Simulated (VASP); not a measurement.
# Sn in VASP: a series of runs

Runs on Sn. Level: LDA. Tasks: single point.

All numbers are computed with VASP 6.6.1; they aren't measurements. Logs are shortened: lines on timing, memory, paths and dates and some standing lists are left out, and cuts for length are marked.

**1. The cell of the first run**

It takes space group R-3m (No. 166, trigonal). The conventional cell has a = 4.544 Å, b = 4.544 Å, c = 11.468 Å, α = 90.00°, β = 90.00°, γ = 120.00°. Within 3.7 Å of Sn (site symmetry 3m) lie 4 Sn at 2.79 to 2.87 Å.

**2. Single point, LDA (equal xy, yz and zx shear strains of +2 %)**

INCAR reads:

```
SYSTEM = Sn
PREC = Accurate
ENCUT = 520
EDIFF = 1E-6
ISMEAR = -1
SIGMA = 0.03
LREAL = .False.
LASPH = .True.
NELM = 80
ALGO = Normal
ISIF = 2
LWAVE = .False.
LCHARG = .False.
GGA = CA
NBANDS = 21
```

KPOINTS reads:

```
Automatic mesh
0
Gamma
  9 9 9
  0 0 0
```

POSCAR reads:

```
Sn
1.0
    0.0649120000      3.2780560000      3.2780560000
    3.2780560000      0.0649120000      3.2780560000
    3.2780560000      3.2780560000      0.0649120000
Sn
2
Direct
    0.5000000000      0.5000000000      0.5000000000
    0.7500000000      0.7500000000      0.7500000000
```

Potentials or basis: VASP PAW LDA potentials, release 64 (Sn_d).

On the command line:

```console
cat potpaw_LDA.64/Sn_d/POTCAR > POTCAR
mpirun -np 1 vasp_std > vasp.out
```

OUTCAR:

```text
SYSTEM = Sn
   PREC = Accurate
   ENCUT = 520
   EDIFF = 1E-6
   ISMEAR = -1
   LREAL = .False.
   LASPH = .True.
   NELM = 80
   ISIF = 2
   GGA = CA

 ion  position               nearest neighbor table
   1  0.500  0.500  0.500-   2 2.79   2 2.79   2 2.79   2 2.87
   2  0.750  0.750  0.750-   1 2.79   1 2.79   1 2.79   1 2.87

  LATTYP: Found a trigonal (rhomboedric) cell.
 ALAT       =     4.6363256838
 COS(alpha) =     0.5197000882

  Lattice vectors:

 A1 = (   0.0649120000,   3.2780560000,   3.2780560000)
 A2 = (   3.2780560000,   0.0649120000,   3.2780560000)
 A3 = (   3.2780560000,   3.2780560000,   0.0649120000)

Analysis of symmetry for initial positions (statically):
=====================================================================
 Subroutine PRICEL returns:
 Original cell was already a primitive cell.

 Routine SETGRP: Setting up the symmetry group for a
 trigonal (rhombohedral) supercell.

 Subroutine GETGRP returns: Found 12 space group operations
 (whereof  6 operations were pure point group operations)
 out of a pool of 12 trial point group operations.

The static configuration has the point symmetry C_3v.
 The point group associated with its full space group is D_3d.

Analysis of symmetry for dynamics (positions and initial velocities):
=====================================================================
 Subroutine PRICEL returns:
 Original cell was already a primitive cell.

 Routine SETGRP: Setting up the symmetry group for a
 trigonal (rhombohedral) supercell.

 Subroutine GETGRP returns: Found 12 space group operations
 (whereof  6 operations were pure point group operations)
 out of a pool of 12 trial point group operations.

The dynamic configuration has the point symmetry C_3v.
 The point group associated with its full space group is D_3d.

 Subroutine INISYM returns: Found 12 space group operations
 (whereof  6 operations are pure point group operations),
 and found     1 'primitive' translations

----------------------------------------------------------------------------------------

                                     Primitive cell

  volume of cell :      68.3574

  direct lattice vectors                    reciprocal lattice vectors
     0.064912000  3.278056000  3.278056000    -0.157136425  0.154085232  0.154085232
     3.278056000  0.064912000  3.278056000     0.154085232 -0.157136425  0.154085232
     3.278056000  3.278056000  0.064912000     0.154085232  0.154085232 -0.157136425

[... 73 lines left out ...]
 SYSTEM =  Sn
   PREC   = accura    normal or accurate (medium, high low for compatibility)
   ISTART =      0    job   : 0-new  1-cont  2-samecut
   ICHARG =      2    charge: 1-file 2-atom 10-const
   ISPIN  =      1    spin polarized calculation?
   LNONCOLLINEAR =      F non collinear calculations
   LSORBIT =      F    spin-orbit coupling
   LASPH  =      T    aspherical Exc in radial PAW
   ENCUT  =  520.0 eV  38.22 Ry    6.18 a.u.   8.62  8.62  8.62*2*pi/ulx,y,z
   NELM   =     80;   NELMIN=  2; NELMDL= -5     # of ELM steps
   EDIFF  = 0.1E-05   stopping-criterion for ELM
   LREAL  =      F    real-space projection
   EDIFFG = 0.1E-04   stopping-criterion for IOM
   NSW    =      0    number of steps for IOM
   IBRION =     -1    ionic relax: 0-MD 1-quasi-New 2-CG
   NFREE  =      0    steps in history (QN), initial steepest desc. (CG)
   ISIF   =      2    stress and relaxation
   ISYM   =      2    0-nonsym 1-usesym 2-fastsym
   POTIM  = 0.5000    time-step for ionic-motion
   TEBEG  =    0.0;   TEEND  =   0.0 temperature during run
   PSTRESS=    0.0 pullay stress
   NELECT =      28.0000    total number of electrons
   NUPDOWN=      -1.0000    fix difference up-down
   EMIN   =  10.00;   EMAX   =-10.00  energy-range for DOS
   EFERMI =   0.00;   METHOD = LEGACY
   ISMEAR =    -1;   SIGMA  =   0.03  broadening in eV -4-tet -1-fermi 0-gaus
   EFERMI_NEDOS =   21; number of points for ismear=-14 and -15
   IALGO  =     38    algorithm
   IMIX   =      4    mixing-type and parameters
     AMIX     =   0.40;   BMIX     =  1.00
     AMIX_MAG =   1.60;   BMIX_MAG =  1.00
  volume/ion in A,a.u.               =      34.18       230.65
  Fermi-wavevector in a.u.,A,eV,Ry     =   1.215810  2.297547 20.112045  1.478194
  Thomas-Fermi vector in A             =   2.351185
   LORBIT       =      0    0 simple, 1 ext, 2 COOP (PROOUT), +10 PAW based schemes
   GGA     = CA    functional components
   LHFCALC =     F    Hartree Fock is set to
   AEXX    =    0.0000 exact exchange contribution
   IVDW    =     0    specifies the selected vdW correction
   LEPSILON=     F    determine dielectric tensor
   LRPA    =     F    only Hartree local field effects (RPA)
 non-spin polarized calculation
  energy-cutoff  :      520.00
  volume of cell :       68.36
 maximum number of plane-waves:      1868
   NGX = 17   NGY = 17   NGZ = 17

 number of electron      28.0000008 magnetization

 Free energy of the ion-electron system (eV)
  ---------------------------------------------------
  ext. energy  EPLUGINS =         0.00000000
  ---------------------------------------------------
  free energy    TOTEN  =        -8.92549366 eV

  energy without entropy =       -8.92452234  energy(sigma->0) =       -8.92500800

 E-fermi :   5.2708     XC(G=0):  -9.1921

 val. band max:        5.2579889771   @ k =   0.1111   0.1111   0.1111
 cond. band min:       5.3801091738   @ k =   0.3333  -0.0000   0.0000
 fundamental gap:      0.1221201968
 Fermi energy:         5.2708014818

 k-point     1 :       0.0000    0.0000    0.0000
  band No.  band energies     occupation
      1     -16.2706      2.00000
      2     -16.2706      2.00000
      3     -16.2184      2.00000
      4     -16.1918      2.00000
      5     -16.1918      2.00000
      6     -15.9082      2.00000
[... 565 lines left out ...]
     20      15.1119      0.00000
     21      15.6046      0.00000

 [... further k-points ...]
[... 5 lines left out ...]
  --------------------------------------------------------------------------------------
  -------------------------------------------------------------------------------------
  Total       -0.1141890     -0.1141890     -0.1141890     -0.3981535     -0.3981535     -0.3981535
  in kB       -2.6763901     -2.6763901     -2.6763901     -9.3320180     -9.3320180     -9.3320180
  external PRESSURE =      -2.6763901 kB  Pullay stress =       0.0000000 kB

 VOLUME and BASIS-vectors are now :
 -----------------------------------------------------------------------------
  energy-cutoff  :      520.00
  volume of cell :       68.36
      direct lattice vectors                 reciprocal lattice vectors
     0.064912000  3.278056000  3.278056000    -0.157136425  0.154085232  0.154085232
     3.278056000  0.064912000  3.278056000     0.154085232 -0.157136425  0.154085232
     3.278056000  3.278056000  0.064912000     0.154085232  0.154085232 -0.157136425

 POSITION                                       TOTAL-FORCE (eV/Angst)
 -----------------------------------------------------------------------------------
      3.31051      3.31051      3.31051         0.157989      0.157989      0.157989
      4.96577      4.96577      4.96577        -0.157989     -0.157989     -0.157989
 -----------------------------------------------------------------------------------
    total drift:                                0.000000      0.000000      0.000000

  FREE ENERGIE OF THE ION-ELECTRON SYSTEM (eV)
  ---------------------------------------------------
  free  energy   TOTEN  =        -8.9254936594 eV

  energy  without entropy=       -8.9245223377  energy(sigma->0) =       -8.92500800
```

It took 59 s on 1 thread of Intel Xeon Platinum 8488C (Sapphire Rapids), shared host; peak memory 0.23 GiB.

What came out:

```
Free energy            : -8.9255 eV
Pressure               : -0.3 GPa
Largest force          : 0.274 eV/Å
Band gap on the k mesh : zero (band 14 reaches 5.46 eV, above the bottom of band 15 at 5.22 eV)
```

Forces on the atoms (eV/Å):
```
Sn   0.158  0.158  0.158
Sn  -0.158 -0.158 -0.158
```

Levels at points of the mesh, in eV from the Fermi level:
| k point | band 11 | band 12 | band 13 | band 14 | band 15 | band 16 | band 17 | band 18 |
| --- | --- | --- | --- | --- | --- | --- | --- | --- |
| (0.00, 0.00, 0.00) | -10.56 | -0.73 | 0.15 | 0.19 | 0.19 | 2.03 | 2.36 | 2.36 |

Caveat: the cell differs from its parent crystal (equal xy, yz and zx shear strains of +2 %); spin-orbit coupling is left out, which moves the levels of the heavy elements.

(Part 1 of 2 ends here.)
